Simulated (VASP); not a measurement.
# MgO in VASP: notebook, part 2 of 2

VASP 6.6.1. The steps go on from the part before.

### Step 4. Single point, PBEsol

INCAR

```
SYSTEM = MgO
PREC = Accurate
ENCUT = 520
EDIFF = 1E-6
ISMEAR = -1
SIGMA = 0.05
LREAL = .False.
LASPH = .True.
NELM = 120
ALGO = Normal
ISIF = 2
LWAVE = .False.
LCHARG = .False.
GGA = PS
NBANDS = 66
GGA_COMPAT = .False.
NELMDL = -8
```

KPOINTS

```
regular mesh
0
Gamma
  2 2 1
  0 0 0
```

POSCAR

```
MgO
1.0
    5.8935940000      0.0000000000      0.0000000000
    2.9467970000      5.1040020000      0.0000000000
    0.0000000000      0.0000000000     19.0151240000
Mg O
12 12
Direct
    0.0000000000      0.0000000000      0.0525897175
    0.0000003525      0.4999998041      0.0525897175
    0.5000005090      0.0000000000      0.0525897175
    0.5000008615      0.4999998041      0.0525897175
    0.6640360193      0.6715906459      0.1835801860
    0.6638578911      0.1670257966      0.1896542983
    0.1567484448      0.6755091397      0.1877926223
    0.1508059515      0.1620101246      0.1832856835
    0.3030155603      0.3542318361      0.3142393392
    0.3458354300      0.8474918309      0.3043629902
    0.8219716779      0.3465907733      0.3134557524
    0.8296701064      0.8712379031      0.3411389797
    0.3333375256      0.8333264760      0.1158551477
    0.3333371731      0.3333266719      0.1158551477
    0.8333380346      0.8333264760      0.1158551477
    0.8333376821      0.3333266719      0.1158551477
   -0.0109270186      0.5095021514      0.2455676860
   -0.0163481782      0.0068377716      0.2442582021
    0.4951816796      0.5081110862      0.2390991508
    0.4492909002      0.0460031168      0.2363171547
    0.6062895989      0.2303094709      0.3807337780
    0.6526695644      0.6754895472      0.3641259452
    0.1456590853      0.1721002460      0.3659928802
    0.1834803340      0.7051525450      0.3745124144
```

The run is started by

```bash
> cat potpaw_PBE.64/Mg/POTCAR potpaw_PBE.64/O/POTCAR > POTCAR
> mpirun -np 1 vasp_std > vasp.out
```

Run time: 7.4 min. Hardware: 1 thread of AMD EPYC 9R45 (Zen 5), shared host; peak memory 0.64 GiB.

The run converged. Its results:

- Free energy: -128.3288 eV
- Largest force: 2.530 eV/Å
- Band gap on the k mesh: zero (bands 48 and 49 overlap by 0.24 eV)

Forces in eV/Å, atoms in the order of the input:
```
Mg  -0.083 -0.030  0.815
Mg   0.089 -0.001  0.925
Mg   0.039  0.096  0.988
Mg  -0.082 -0.049  1.031
Mg   0.207  0.297  0.607
Mg  -0.665  0.346 -0.490
Mg  -0.338 -0.547  0.057
Mg  -0.242  1.281 -0.302
Mg   0.470  0.395  0.338
Mg  -0.825  0.025  1.042
Mg  -0.653  0.243  0.272
Mg  -0.385 -0.004  0.385
O   -0.227  0.053 -1.229
O   -0.151  0.227 -1.648
O   -0.021  0.017 -0.974
O   -0.037  0.014 -1.135
O   -0.211  0.145 -0.619
O    0.223 -0.052  0.155
O    0.053  0.312  0.329
O    1.405 -1.820  1.056
O    0.335 -0.112 -1.112
O    0.371  0.246 -0.046
O    0.174 -0.605  0.102
O    0.554 -0.477 -0.546
```

Levels at points of the mesh, in eV from the Fermi level:
```
           k point  band 44  band 45  band 46  band 47  band 48  band 49  band 50  band 51  band 52  band 53
(0.00, 0.00, 0.00)    -0.28    -0.27    -0.25    -0.15     0.20     0.33     2.36     2.38     2.40     3.60
(0.50, 0.00, 0.00)    -0.35    -0.22    -0.16    -0.09    -0.06    -0.04     0.18     1.84     1.85     5.46
(0.50, 0.50, 0.00)    -0.30    -0.20    -0.19    -0.14    -0.11    -0.04     0.16     1.84     1.85     5.46
(0.00, 0.50, 0.00)    -0.32    -0.22    -0.17    -0.13    -0.06     0.01     0.09     1.84     1.85     5.46
```

Caveat: the k points lie up to 0.62 Å⁻¹ apart; the PAW data sets were made with another functional, which shifts forces and pressure a little.

### Step 5. Single point, PBEsol

INCAR

```
ALGO = Normal ; EDIFF = 1E-6
ENCUT = 520 ; GGA = PS
GGA_COMPAT = F ; ISIF = 2
ISMEAR = -1 ; LASPH = T
LCHARG = F ; LREAL = F
LWAVE = F ; NBANDS = 66
NELM = 120 ; NELMDL = -8
PREC = Accurate ; SIGMA = 0.05
```

KPOINTS

```
k-points
0
Gamma
  2 2 1
```

POSCAR

```
MgO
1.0
    5.8935940000      0.0000000000      0.0000000000
    2.9467970000      5.1040020000      0.0000000000
    0.0000000000      0.0000000000     19.0151240000
Mg O
12 12
Direct
    0.0000000000      0.0000000000      0.0525897175
    0.0000003525      0.4999998041      0.0525897175
    0.5000005090      0.0000000000      0.0525897175
    0.5000008615      0.4999998041      0.0525897175
    0.6875613439      0.6633618090      0.1901591596
    0.6946899475      0.1652232895      0.1945661780
    0.2035141074      0.6867356243      0.1970273767
    0.1757820106      0.1502350508      0.1826861608
    0.3695120203      0.3210421939      0.3151175875
    0.3926286920      0.8141062641      0.3093747903
    0.9066499587      0.2964144607      0.3162850792
    0.8776017678      0.8247841596      0.3760322573
    0.3333375256      0.8333264760      0.1158551477
    0.3333371731      0.3333266719      0.1158551477
    0.8333380346      0.8333264760      0.1158551477
    0.8333376821      0.3333266719      0.1158551477
    0.0176255987      0.4686518540      0.2412237753
    0.0197941639      0.0065634771      0.2470349391
    0.5143808010      0.4931620325      0.2440268073
    0.4980586980     -0.0202782052      0.2412027395
    0.7074047718      0.2051527409      0.3791981583
    0.7145622121      0.6292121359      0.3713780673
    0.2252983499      0.1086206471      0.3692324068
    0.2621236740      0.6383030414      0.3715621313
```

The run is started by

```bash
> cat potpaw_PBE.64/Mg/POTCAR potpaw_PBE.64/O/POTCAR > POTCAR
> mpirun -np 1 vasp_std > vasp.out
```

Wall time 7.8 min (1 thread of AMD EPYC 9R45 (Zen 5), shared host); peak memory 0.67 GiB.

Results (log left out):

```yaml
Free_energy: -127.8747 eV
Largest_force: 3.627 eV/Å
Band_gap_on_the_k_mesh: zero (bands 48 and 49 overlap by 0.21 eV)
```

Forces on the atoms (eV/Å):
```
Mg  -0.178 -0.115  1.302
Mg   0.131  0.126  1.616
Mg   0.171 -0.011  1.486
Mg  -0.070 -0.043  1.512
Mg   0.768 -0.588 -0.572
Mg  -1.393 -0.857 -0.688
Mg  -3.174 -1.155 -1.323
Mg   1.127  1.192  0.045
Mg   0.043 -0.394  0.351
Mg  -0.255 -1.161  1.197
Mg  -0.696  1.170  0.018
Mg   1.179  0.530  0.833
O    0.028 -0.121 -1.264
O    0.133 -0.061 -1.744
O    0.197  0.152 -1.351
O    0.055 -0.161 -1.287
O    1.406  0.570  0.245
O   -0.292 -0.525 -0.296
O    0.920 -0.581  0.283
O    1.648  1.690 -0.446
O   -1.076 -0.503 -0.331
O   -0.574 -0.283 -0.498
O    0.761  0.968  0.660
O   -0.859  0.162  0.254
```

Levels at points of the mesh, in eV from the Fermi level:
| k point | band 46 | band 47 | band 48 | band 49 | band 50 | band 51 | band 52 | band 53 |
| --- | --- | --- | --- | --- | --- | --- | --- | --- |
| (0.00, 0.00, 0.00) | -0.23 | -0.18 | 0.18 | 0.24 | 2.38 | 2.42 | 2.45 | 3.54 |
| (0.50, 0.00, 0.00) | -0.22 | -0.10 | -0.09 | -0.03 | 0.13 | 1.84 | 1.85 | 5.40 |
| (0.50, 0.50, 0.00) | -0.24 | -0.21 | -0.13 | -0.01 | 0.16 | 1.85 | 1.85 | 5.38 |
| (0.00, 0.50, 0.00) | -0.26 | -0.10 | -0.04 | -0.01 | 0.15 | 1.84 | 1.86 | 5.40 |

Caveat: the k points lie up to 0.62 Å⁻¹ apart; the atoms stand as in a frame of molecular dynamics; the PAW data sets were made with another functional, which shifts forces and pressure a little.

### Step 6. Single point, PBEsol

INCAR

```
PREC = Accurate
ENCUT = 520
EDIFF = 1E-6
ISMEAR = -1
SIGMA = 0.05
LREAL = F
LASPH = T
NELM = 120
ALGO = Normal
ISIF = 2
LWAVE = F
LCHARG = F
GGA = PS
NBANDS = 66
GGA_COMPAT = F
NELMDL = -8
```

KPOINTS

```
regular mesh
0
Gamma
  2 2 1
```

POSCAR

```
MgO
1.0
    5.8935940000      0.0000000000      0.0000000000
    2.9467970000      5.1040020000      0.0000000000
    0.0000000000      0.0000000000     19.0151240000
Mg O
12 12
Direct
    0.0000000000      0.0000000000      0.0525897175
    0.0000003525      0.4999998041      0.0525897175
    0.5000005090      0.0000000000      0.0525897175
    0.5000008615      0.4999998041      0.0525897175
    0.6835472368      0.6685734057      0.1853945312
    0.6975891044      0.1661441355      0.1959913593
    0.1934800045      0.6789770067      0.1945714369
    0.1909855933      0.1855602721      0.1784842423
    0.4262677786      0.3372647581      0.3171107377
    0.3075036372      0.8847567066      0.3172211762
    0.8360995147      0.4267239707      0.3193720956
    0.8158014597      0.8454933991      0.3946069455
    0.3333375256      0.8333264760      0.1158551477
    0.3333371731      0.3333266719      0.1158551477
    0.8333380346      0.8333264760      0.1158551477
    0.8333376821      0.3333266719      0.1158551477
    0.0229574217      0.4825233219      0.2309950753
    0.0209446172      0.0138322830      0.2461146191
    0.5240754377      0.5118140628      0.2435061691
    0.5244684520      0.0263322781      0.2471664134
    0.8019942402      0.1474725127      0.3735815764
    0.5486994321      0.7742943674      0.3791350506
    0.1148475827      0.3811714807      0.3785407868
    0.2329463575      0.6019786042      0.4017907009
```

Potentials or basis: VASP PAW PBE potentials, release 64 (Mg, O).

The run is started by

```bash
> cat potpaw_PBE.64/Mg/POTCAR potpaw_PBE.64/O/POTCAR > POTCAR
> mpirun -np 1 vasp_std > vasp.out
```

OUTCAR:

```text
PREC = Accurate
   ENCUT = 520
   EDIFF = 1E-6
   ISMEAR = -1
   LREAL = F
   LASPH = T
   NELM = 120
   ISIF = 2
   GGA = PS
   NELMDL = -8

 ion  position               nearest neighbor table
   1  0.000  0.000  0.053-  16 2.08  15 2.08  13 2.08   4 2.95   3 2.95   2 2.95   2 2.95   3 2.95
                             4 2.95   8 3.07   6 3.13   7 3.16
   2  0.000  0.500  0.053-  15 2.08  16 2.08  14 2.08   8 2.89   4 2.95   3 2.95   1 2.95   1 2.95
[... 507 lines left out ...]
  Total       10.7976438     11.2016965     -4.4158331     -1.5504243     -4.7850837      1.4132401
  in kB       30.2447061     31.3764766    -12.3689552     -4.3428109    -13.4032436      3.9585517
  external PRESSURE =      16.4174091 kB  Pullay stress =       0.0000000 kB

 VOLUME and BASIS-vectors are now :
 -----------------------------------------------------------------------------
  energy-cutoff  :      520.00
  volume of cell :      571.99
      direct lattice vectors                 reciprocal lattice vectors
     5.893594000  0.000000000  0.000000000     0.169675753 -0.097962344  0.000000000
     2.946797000  5.104002000  0.000000000     0.000000000  0.195924688  0.000000000
     0.000000000  0.000000000 19.015124000     0.000000000  0.000000000  0.052589718

 POSITION                                       TOTAL-FORCE (eV/Angst)
 -----------------------------------------------------------------------------------
      0.00000      0.00000      1.00000        -0.157920     -0.039818      1.338875
      1.47340      2.55200      1.00000         0.081960      0.188025      1.228754
      2.94680      0.00000      1.00000         0.249997     -0.004028      1.100583
      4.42020      2.55200      1.00000        -0.067486     -0.125604      1.308735
      5.99870      3.41240      3.52530         0.622308      0.870295      0.218302
      4.60090      0.84800      3.72680         0.389119     -0.207114     -1.142846
[... 16 lines left out ...]
      1.80010      1.94550      7.19800         2.767922      1.387872      1.126301
      3.14680      3.07250      7.64010        -2.128487     -1.321754     -1.855041
 -----------------------------------------------------------------------------------
    total drift:                                0.000547      0.000683      0.001501

  FREE ENERGIE OF THE ION-ELECTRON SYSTEM (eV)
  ---------------------------------------------------
  free  energy   TOTEN  =      -128.0437849213 eV

  energy  without entropy=     -127.9110292513  energy(sigma->0) =     -127.97740709
```

OSZICAR:

```text
N       E                     dE             d eps       ncg     rms          rms(c)
DAV:   1     0.805780181004E+03    0.80578E+03   -0.39356E+04   528   0.118E+03
DAV:   2    -0.681182820814E+01   -0.81259E+03   -0.75789E+03   720   0.279E+02
DAV:   3    -0.152443180813E+03   -0.14563E+03   -0.14226E+03   638   0.123E+02
[... 28 lines left out ...]
DAV:  32    -0.128043767537E+03   -0.35897E-04   -0.14543E-05   480   0.958E-03    0.805E-03
DAV:  33    -0.128043777645E+03   -0.10108E-04   -0.24087E-06   432   0.447E-03    0.211E-03
DAV:  34    -0.128043782419E+03   -0.47745E-05   -0.54806E-07   400   0.227E-03    0.197E-03
DAV:  35    -0.128043783998E+03   -0.15792E-05   -0.20698E-07   400   0.142E-03    0.563E-04
DAV:  36    -0.128043784921E+03   -0.92287E-06   -0.99218E-08   392   0.973E-04
   1 F= -.12804378E+03 E0= -.12797741E+03  d E =-.132756E+00
```

Run time: 7 min. Hardware: 1 thread of AMD EPYC 9R45 (Zen 5), shared host; peak memory 0.66 GiB.

Results:

```
Free energy   : -128.0438 eV
Largest force : 3.841 eV/Å
```

Forces on the atoms (eV/Å):
```
Mg  -0.158 -0.040  1.339
Mg   0.082  0.188  1.229
Mg   0.250 -0.004  1.101
Mg  -0.067 -0.126  1.309
Mg   0.622  0.870  0.218
Mg   0.389 -0.207 -1.143
Mg  -1.617  0.002 -0.616
Mg  -0.927 -1.903  1.312
Mg  -0.882 -1.045  1.201
Mg  -2.441  1.784 -2.370
Mg  -0.705 -0.095 -0.415
Mg   0.710 -1.896  1.068
O    0.322  0.121 -0.967
O    1.083  0.329 -2.390
O    0.199  0.263 -1.562
O    0.007 -0.058 -1.544
O    0.231  1.844  1.750
O    1.345 -0.332 -0.251
O    0.031  0.344  1.195
O   -1.906 -0.492 -0.007
O    0.458  2.370 -1.430
O    2.333 -1.983  1.704
O    2.768  1.388  1.126
O   -2.128 -1.322 -1.855
```

Levels at points of the mesh, in eV from the Fermi level:
```tsv
k point	band 44	band 45	band 46	band 47	band 48	band 49	band 50	band 51	band 52	band 53
(0.00, 0.00, 0.00)	-0.35	-0.27	-0.19	-0.10	-0.03	1.74	2.33	2.38	2.43	3.53
(0.50, 0.00, 0.00)	-0.44	-0.31	-0.27	-0.15	-0.07	-0.02	1.70	1.81	1.83	5.27
(0.50, 0.50, 0.00)	-0.43	-0.37	-0.23	-0.14	-0.04	0.08	1.73	1.82	1.84	5.26
(0.00, 0.50, 0.00)	-0.49	-0.30	-0.27	-0.18	-0.05	-0.03	1.66	1.82	1.83	5.29
```

Caveat: the k points lie up to 0.62 Å⁻¹ apart; the atoms stand as in a frame of molecular dynamics; the PAW data sets were made with another functional, which shifts forces and pressure a little.

### Step 7. Single point, PBEsol

INCAR

```
ALGO     = Normal         # electronic algorithm
EDIFF    = 1E-6           # SCF threshold, eV
ENCUT    = 520            # plane-wave cutoff, eV
GGA      = PS             # functional
GGA_COMPAT= False        
ISIF     = 2              # what is computed and relaxed
ISMEAR   = -1             # smearing method
LASPH    = True           # aspherical terms in the spheres
LCHARG   = True           # write CHGCAR
LELF     = True           # ELF
LREAL    = False          # projectors in reciprocal space
LVHAR    = True         
LWAVE    = False          # write WAVECAR
NBANDS   = 66             # bands
NELM     = 120            # most SCF steps
NELMDL   = -8           
PREC     = Accurate       # precision mode
SIGMA    = 0.05           # smearing width, eV
```

KPOINTS

```
k-points
0
Gamma
  2 2 1
```

POSCAR

```
MgO
1.0
    5.8935940000      0.0000000000      0.0000000000
    2.9467970000      5.1040020000      0.0000000000
    0.0000000000      0.0000000000     19.0151240000
Mg O
12 12
Direct
    0.0000000000      0.0000000000      0.0525897175
    0.0000003525      0.4999998041      0.0525897175
    0.5000005090      0.0000000000      0.0525897175
    0.5000008615      0.4999998041      0.0525897175
    0.6548828254      0.7364221252      0.1918893613
    0.6799329890      0.1874411491      0.1900855340
    0.1285885550      0.7220216606      0.1974533534
    0.1563429397      0.1963753149      0.1837326961
    0.4269152162      0.2894787267      0.3253620644
    0.2169577463      0.8946117184      0.3285595193
    0.8186077787      0.4235303983      0.3367582562
    0.8557457977      0.8241767930      0.4153904019
    0.3333375256      0.8333264760      0.1158551477
    0.3333371731      0.3333266719      0.1158551477
    0.8333380346      0.8333264760      0.1158551477
    0.8333376821      0.3333266719      0.1158551477
   -0.0105629395      0.5202780093      0.2592410126
    0.0071746516      0.0529780357      0.2449260915
    0.4607653282      0.5404974371      0.2496644250
    0.4623176633      0.0577194131      0.2401982759
    0.7772759764      0.1345022984      0.3791613455
    0.5668228076      0.8041532899      0.3686802148
    0.1090975252      0.4394002980      0.4041624972
    0.2338032734      0.6230013233      0.4011122936
```

The run is started by

```bash
> cat potpaw_PBE.64/Mg/POTCAR potpaw_PBE.64/O/POTCAR > POTCAR
> mpirun -np 1 vasp_std > vasp.out
```

It took 6.9 min on 1 thread of AMD EPYC 9R45 (Zen 5), shared host; peak memory 0.66 GiB.

The run converged. Its results:

| Quantity | Value |
| --- | --- |
| Free energy | -128.7967 eV |
| Largest force | 2.961 eV/Å |
| Band gap on the k mesh | zero (bands 48 and 49 overlap by 0.06 eV) |

Forces in eV/Å, atoms in the order of the input:
```
Mg   0.043 -0.068  1.146
Mg   0.023  0.083  1.217
Mg  -0.015  0.054  1.167
Mg  -0.038  0.101  1.605
Mg  -1.482 -2.113  1.218
Mg  -0.781  1.669  0.613
Mg   0.645 -1.772  0.148
Mg   0.241  0.954  0.405
Mg  -0.317 -0.213 -0.028
Mg   0.609 -1.128 -0.217
Mg  -0.326  1.236 -0.669
Mg  -1.565 -0.797  0.139
O    0.067  0.338 -1.247
O    0.066  0.174 -1.735
O    0.335  0.312 -0.374
O    0.137  0.181 -1.291
O   -0.005  0.599 -1.713
O   -1.405 -0.291 -0.068
O    0.925 -0.560  0.384
O    1.378  0.197  0.505
O    1.580  2.216 -1.167
O   -0.378  0.044  0.397
O    0.972  0.047 -0.099
O   -0.710 -1.261 -0.336
```

Levels at points of the mesh, in eV from the Fermi level:
| k point | band 44 | band 45 | band 46 | band 47 | band 48 | band 49 | band 50 | band 51 | band 52 | band 53 |
| --- | --- | --- | --- | --- | --- | --- | --- | --- | --- | --- |
| (0.00, 0.00, 0.00) | -0.47 | -0.14 | -0.09 | -0.03 | 0.01 | 2.38 | 2.39 | 2.43 | 2.99 | 3.41 |
| (0.50, 0.00, 0.00) | -0.40 | -0.37 | -0.31 | -0.17 | -0.09 | 0.03 | 1.84 | 1.86 | 2.96 | 4.78 |
| (0.50, 0.50, 0.00) | -0.49 | -0.38 | -0.28 | -0.11 | -0.08 | -0.05 | 1.85 | 1.86 | 2.80 | 4.71 |
| (0.00, 0.50, 0.00) | -0.50 | -0.32 | -0.16 | -0.13 | -0.10 | -0.04 | 1.83 | 1.87 | 2.79 | 4.80 |

Caveat: the k points lie up to 0.62 Å⁻¹ apart; the atoms stand as in a frame of molecular dynamics; the PAW data sets were made with another functional, which shifts forces and pressure a little.

### Step 8. Summary

| cell | gap on the mesh (eV) | largest force (eV/Å) |
| --- | --- | --- |
| as given, atomic positions A | none | 1.70 |
| as given, atomic positions B | none | 2.01 |
| as given, atomic positions C | none | 2.53 |
| as given, atomic positions D | none | 3.63 |
| as given, atomic positions E | - | 3.84 |
| as given, atomic positions F | none | 2.96 |

Alike in all rows: task single point; level PBEsol; potentials or basis VASP PAW PBE potentials, release 64 (Mg, O); no spin polarisation; k mesh 2 × 2 × 1; cutoff (eV) 520; smearing fermi-dirac 0.05 eV.

Caveats: all runs use coarse meshes; the PAW data sets were made with another functional, which shifts forces and pressure a little; the atoms stand as in a frame of molecular dynamics (at least some runs).

Absolute energies hang on the potentials; compare differences alone.
